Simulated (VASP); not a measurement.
# BN (I-4m2) in VASP: settings compared

Aim: see how the results for BN move with the level of theory and the settings. Levels: PBE, r2SCAN. Tasks: single point.

All numbers are computed with VASP 6.6.1; they aren't measurements. Logs are shortened: lines on timing, memory, paths and dates and some standing lists are left out, and cuts for length are marked.

### Step 1. The cell of the first run

The structure is tetragonal, space group I-4m2 (No. 119). The conventional cell has a = 2.552 Å, b = 2.552 Å, c = 3.748 Å, α = 90.00°, β = 90.00°, γ = 90.00°. Within 2.1 Å of B (site symmetry -4m2) lie 4 N at 1.58 Å. N (site symmetry -4m2) has 4 B at 1.58 Å within 2.1 Å.

### Step 2. Single point, PBE (uniaxial z strain +3.8%)

The input, INCAR:

```
  PREC = Accurate
  ENCUT = 520
  EDIFF = 1E-6
  ISMEAR = -1
  SIGMA = 0.02
  LREAL = F
  LASPH = T
  NELM = 100
  ALGO = Normal
  ISIF = 2
  LWAVE = F
  LCHARG = F
  GGA = PE
  NBANDS = 11
```

The input, KPOINTS:

```
Automatic mesh
0
Gamma
  12 12 12
```

The input, POSCAR:

```
BN
1.0
    0.0000000000      1.8048254535      1.8739502684
    1.8048254535      0.0000000000      1.8739502684
    1.8048254535      1.8048254535      0.0000000000
B N
1 1
Direct
    0.0000000000      0.0000000000      0.0000000000
    0.2500000000      0.2500000000      0.2500000000
```

Potentials or basis: VASP PAW PBE potentials, release 64 (B, N).

Launch:

```console
> cat potpaw_PBE.64/B/POTCAR potpaw_PBE.64/N/POTCAR > POTCAR
> mpirun -np 1 vasp_std > vasp.out
```

OUTCAR:

```text
PREC = Accurate
   ENCUT = 520
   EDIFF = 1E-6
   ISMEAR = -1
   LREAL = F
   LASPH = T
   NELM = 100
   ISIF = 2
   GGA = PE

 ion  position               nearest neighbor table
   1  0.000  0.000  0.000-   2 1.58   2 1.58   2 1.58   2 1.58
   2  0.250  0.250  0.250-   1 1.58   1 1.58   1 1.58   1 1.58

  LATTYP: Found a body centered tetragonal cell.
 ALAT       =     2.5524086341
 C/A-ratio  =     1.4683779418

  Lattice vectors:

 A1 = (  -1.8048254535,   0.0000000000,   1.8739502684)
 A2 = (   1.8048254535,   0.0000000000,   1.8739502684)
 A3 = (   0.0000000000,   1.8048254535,  -1.8739502684)

Analysis of symmetry for initial positions (statically):
=====================================================================
 Subroutine PRICEL returns:
 Original cell was already a primitive cell.

 Routine SETGRP: Setting up the symmetry group for a
 body centered tetragonal supercell.

 Subroutine GETGRP returns: Found  8 space group operations
 (whereof  8 operations were pure point group operations)
 out of a pool of 16 trial point group operations.

The static configuration has the point symmetry D_2d.

Analysis of symmetry for dynamics (positions and initial velocities):
=====================================================================
 Subroutine PRICEL returns:
 Original cell was already a primitive cell.

 Routine SETGRP: Setting up the symmetry group for a
 body centered tetragonal supercell.

 Subroutine GETGRP returns: Found  8 space group operations
 (whereof  8 operations were pure point group operations)
 out of a pool of 16 trial point group operations.

The dynamic configuration has the point symmetry D_2d.

 Subroutine INISYM returns: Found  8 space group operations
 (whereof  8 operations are pure point group operations),
 and found     1 'primitive' translations

----------------------------------------------------------------------------------------

                                     Primitive cell

  volume of cell :      12.2084

  direct lattice vectors                    reciprocal lattice vectors
     0.000000000  1.804825453  1.873950268    -0.277035100  0.277035100  0.266816045
     1.804825453  0.000000000  1.873950268     0.277035100 -0.277035100  0.266816045
     1.804825453  1.804825453  0.000000000     0.277035100  0.277035100 -0.266816045

  length of vectors
     2.601746438  2.601746438  2.552408634     0.474012337  0.474012337  0.474012337

  position of ions in fractional coordinates (direct lattice)
     0.000000000  0.000000000  0.000000000
     0.250000000  0.250000000  0.250000000

  ion indices of the primitive-cell ions
   primitive index   ion index
                 1           1
                 2           2

----------------------------------------------------------------------------------------

 KPOINTS: Automatic mesh

Automatic generation of k-mesh.
 Grid dimensions read from file:
 generate k-points for:   12   12   12

 Generating k-lattice:

  Cartesian coordinates                     Fractional coordinates (reciprocal lattice)
    -0.023086258  0.023086258  0.022234670     0.083333333 -0.000000000  0.000000000
     0.023086258 -0.023086258  0.022234670    -0.000000000  0.083333333  0.000000000
     0.023086258  0.023086258 -0.022234670     0.000000000  0.000000000  0.083333333

  Length of vectors
     0.039501028  0.039501028  0.039501028

  Shift w.r.t. Gamma in fractional coordinates (k-lattice)
     0.000000000  0.000000000  0.000000000

 Subroutine IBZKPT returns following result:
 ===========================================

 Found    163 irreducible k-points:

 Following reciprocal coordinates:
            Coordinates               Weight
  0.000000  0.000000  0.000000      1.000000
  0.083333  0.000000  0.000000      8.000000
  0.166667  0.000000  0.000000      8.000000
  0.250000  0.000000  0.000000      8.000000
  0.333333  0.000000  0.000000      8.000000
  0.416667  0.000000  0.000000      8.000000
[... 16 lines left out ...]
  0.500000  0.166667  0.000000      8.000000
 -0.416667  0.166667  0.000000      8.000000
 [... further k-points ...]
   k-points           NKPTS =    163   k-points in BZ     NKDIM =    163   number of bands    NBANDS=     11
   number of dos      NEDOS =    301   number of ions     NIONS =      2
   total plane-waves  NPLWV =   8000
   dimension x,y,z NGX =    20 NGY =   20 NGZ =   20
   dimension x,y,z NGXF=    40 NGYF=   40 NGZF=   40
   ions per type =               1   1
   NGX,Y,Z   is equivalent  to a cutoff of  12.78, 12.78, 13.03 a.u.
   NGXF,Y,Z  is equivalent  to a cutoff of  25.56, 25.56, 26.05 a.u.
 SYSTEM =  unknown system
   PREC   = accura    normal or accurate (medium, high low for compatibility)
   ISTART =      0    job   : 0-new  1-cont  2-samecut
   ICHARG =      2    charge: 1-file 2-atom 10-const
   ISPIN  =      1    spin polarized calculation?
   LNONCOLLINEAR =      F non collinear calculations
   LSORBIT =      F    spin-orbit coupling
   LASPH  =      T    aspherical Exc in radial PAW
   ENCUT  =  520.0 eV  38.22 Ry    6.18 a.u.   4.84  4.84  4.75*2*pi/ulx,y,z
   NELM   =    100;   NELMIN=  2; NELMDL= -5     # of ELM steps
   EDIFF  = 0.1E-05   stopping-criterion for ELM
   LREAL  =      F    real-space projection
   EDIFFG = 0.1E-04   stopping-criterion for IOM
   NSW    =      0    number of steps for IOM
   IBRION =     -1    ionic relax: 0-MD 1-quasi-New 2-CG
   NFREE  =      0    steps in history (QN), initial steepest desc. (CG)
   ISIF   =      2    stress and relaxation
   ISYM   =      2    0-nonsym 1-usesym 2-fastsym
   POTIM  = 0.5000    time-step for ionic-motion
   TEBEG  =    0.0;   TEEND  =   0.0 temperature during run
   PSTRESS=    0.0 pullay stress
   NELECT =       8.0000    total number of electrons
   NUPDOWN=      -1.0000    fix difference up-down
   EMIN   =  10.00;   EMAX   =-10.00  energy-range for DOS
   EFERMI =   0.00;   METHOD = LEGACY
   ISMEAR =    -1;   SIGMA  =   0.02  broadening in eV -4-tet -1-fermi 0-gaus
   EFERMI_NEDOS =   21; number of points for ismear=-14 and -15
   IALGO  =     38    algorithm
   IMIX   =      4    mixing-type and parameters
     AMIX     =   0.40;   BMIX     =  1.00
     AMIX_MAG =   1.60;   BMIX_MAG =  1.00
  volume/ion in A,a.u.               =       6.10        41.19
  Fermi-wavevector in a.u.,A,eV,Ry     =   1.421953  2.687102 27.510316  2.021951
  Thomas-Fermi vector in A             =   2.542708
   LORBIT       =      0    0 simple, 1 ext, 2 COOP (PROOUT), +10 PAW based schemes
   GGA     = PE    functional components
   LHFCALC =     F    Hartree Fock is set to
   AEXX    =    0.0000 exact exchange contribution
   IVDW    =     0    specifies the selected vdW correction
   LEPSILON=     F    determine dielectric tensor
   LRPA    =     F    only Hartree local field effects (RPA)
 non-spin polarized calculation
  energy-cutoff  :      520.00
  volume of cell :       12.21
 maximum number of plane-waves:       342
   NGX =  9   NGY =  9   NGZ =  9

 number of electron       8.0000000 magnetization

 Free energy of the ion-electron system (eV)
  ---------------------------------------------------
  ext. energy  EPLUGINS =         0.00000000
  ---------------------------------------------------
  free energy    TOTEN  =       -17.42117478 eV

  energy without entropy =      -17.42117478  energy(sigma->0) =      -17.42117478

 E-fermi :   7.6151     XC(G=0): -12.6609

 val. band max:        7.1316931230   @ k =   0.0000   0.0000   0.0000
 cond. band min:      11.2256917032   @ k =   0.5000   0.0000   0.5000
 fundamental gap:      4.0939985802
 Fermi energy:         7.6150765889

 k-point     1 :       0.0000    0.0000    0.0000
  band No.  band energies     occupation
      1     -12.8554      2.00000
      2       6.7456      2.00000
      3       7.1317      2.00000
      4       7.1317      2.00000
      5      15.5885      0.00000
      6      15.5885      0.00000
      7      15.8542      0.00000
      8      16.8062      0.00000
      9      31.1455      0.00000
     10      33.2512      0.00000
     11      33.7615      0.00000

 k-point     2 :       0.0833    0.0000    0.0000
  band No.  band energies     occupation
      1     -12.6907      2.00000
      2       6.0689      2.00000
      3       6.7297      2.00000
      4       6.9715      2.00000
      5      15.7092      0.00000
      6      15.8576      0.00000
      7      16.1342      0.00000
      8      17.4088      0.00000
      9      30.9469      0.00000
     10      31.4123      0.00000
     11      32.9091      0.00000

 k-point     3 :       0.1667    0.0000    0.0000
  band No.  band energies     occupation
      1     -12.2032      2.00000
      2       4.0558      2.00000
      3       6.2362      2.00000
      4       6.5813      2.00000
      5      15.9210      0.00000
      6      16.5013      0.00000
      7      16.7199      0.00000
      8      18.7820      0.00000
      9      29.9210      0.00000
     10      30.7677      0.00000
     11      31.2233      0.00000

 k-point     4 :       0.2500    0.0000    0.0000
  band No.  band energies     occupation
      1     -11.4172      2.00000
      2       1.6573      2.00000
      3       5.6992      2.00000
      4       6.1309      2.00000
      5      16.1153      0.00000
      6      17.1630      0.00000
      7      17.2782      0.00000
      8      20.1485      0.00000
      9      29.5937      0.00000
     10      30.4442      0.00000
     11      30.6153      0.00000
[... 239 lines left out ...]
 k-point    22 :       0.4167    0.1667    0.0000
  band No.  band energies     occupation
      1      -9.6236      2.00000
      2      -0.8826      2.00000
      3       3.6520      2.00000
      4       4.4345      2.00000
      5      15.6892      0.00000
      6      18.7146      0.00000
      7      19.7032      0.00000
      8      20.7520      0.00000
      9      26.8192      0.00000
     10      32.2706      0.00000
     11      35.0122      0.00000

 k-point    23 :       0.5000    0.1667    0.0000
  band No.  band energies     occupation
      1      -8.6807      2.00000
      2      -2.4057      2.00000
      3       3.0537      2.00000
      4       4.5238      2.00000
      5      16.0798      0.00000
      6      18.6274      0.00000
      7      19.5019      0.00000
      8      21.9029      0.00000
      9      27.4224      0.00000
     10      32.5061      0.00000
     11      34.1691      0.00000

 k-point    24 :      -0.4167    0.1667    0.0000
  band No.  band energies     occupation
      1      -8.4359      2.00000
      2      -2.7533      2.00000
      3       2.6766      2.00000
      4       4.8362      2.00000
      5      16.5690      0.00000
      6      18.4825      0.00000
      7      19.0996      0.00000
      8      22.2116      0.00000
      9      27.9559      0.00000
     10      32.0242      0.00000
     11      32.9325      0.00000

 [... further k-points ...]

------------------------ aborting loop because EDIFF is reached ----------------------------------------

  FORCE on cell =-STRESS in cart. coord.  units (eV):
  Direction    XX          YY          ZZ          XY          YZ          ZX
  --------------------------------------------------------------------------------------
  -------------------------------------------------------------------------------------
  Total       -0.0674703     -0.0674703     -1.8640461      0.0000000      0.0000000      0.0000000
  in kB       -8.8545186     -8.8545186   -244.6294679      0.0000000      0.0000000      0.0000000
  external PRESSURE =     -87.4461684 kB  Pullay stress =       0.0000000 kB

 VOLUME and BASIS-vectors are now :
 -----------------------------------------------------------------------------
  energy-cutoff  :      520.00
  volume of cell :       12.21
      direct lattice vectors                 reciprocal lattice vectors
     0.000000000  1.804825453  1.873950268    -0.277035100  0.277035100  0.266816045
     1.804825453  0.000000000  1.873950268     0.277035100 -0.277035100  0.266816045
     1.804825453  1.804825453  0.000000000     0.277035100  0.277035100 -0.266816045

 POSITION                                       TOTAL-FORCE (eV/Angst)
 -----------------------------------------------------------------------------------
      0.00000      0.00000      0.00000         0.000000      0.000000     -0.000000
      0.90241      0.90241      0.93698        -0.000000     -0.000000      0.000000
 -----------------------------------------------------------------------------------
    total drift:                               -0.000000     -0.000000      0.000001

  FREE ENERGIE OF THE ION-ELECTRON SYSTEM (eV)
  ---------------------------------------------------
  free  energy   TOTEN  =       -17.4211747812 eV

  energy  without entropy=      -17.4211747812  energy(sigma->0) =      -17.42117478
```

It took 38 s on 1 thread of AMD EPYC 7R13, shared host; peak memory 0.1 GiB.

Results:

- Free energy: -17.4212 eV
- Pressure: -8.7 GPa
- Band gap on the k mesh: 4.09 eV, indirect (least direct gap 8.46 eV)

Stress tensor (GPa, compression positive):
```
 -0.89   0.00   0.00
  0.00  -0.89   0.00
  0.00   0.00 -24.46
```

Levels at points of the mesh, in eV from the valence-band top:
| k point | band 1 | band 2 | band 3 | band 4 | band 5 | band 6 | band 7 | band 8 |
| --- | --- | --- | --- | --- | --- | --- | --- | --- |
| (0.00, 0.00, 0.00) | -19.99 | -0.39 | 0.00 | 0.00 | 8.46 | 8.46 | 8.72 | 9.67 |
| (0.50, 0.00, 0.00) | -15.92 | -10.52 | -2.29 | -1.72 | 9.18 | 10.59 | 10.61 | 14.79 |
| (0.50, 0.50, 0.00) | -14.88 | -9.18 | -4.54 | -4.54 | 4.73 | 9.49 | 17.21 | 17.21 |
| (0.50, 0.00, 0.50) | -14.46 | -8.65 | -5.03 | -5.02 | 4.09 | 8.63 | 16.98 | 17.54 |

Caveat: the cell differs from its parent crystal (uniaxial z strain +3.8%). A k mesh can miss the band edges.

(Part 1 of 3 ends here.)
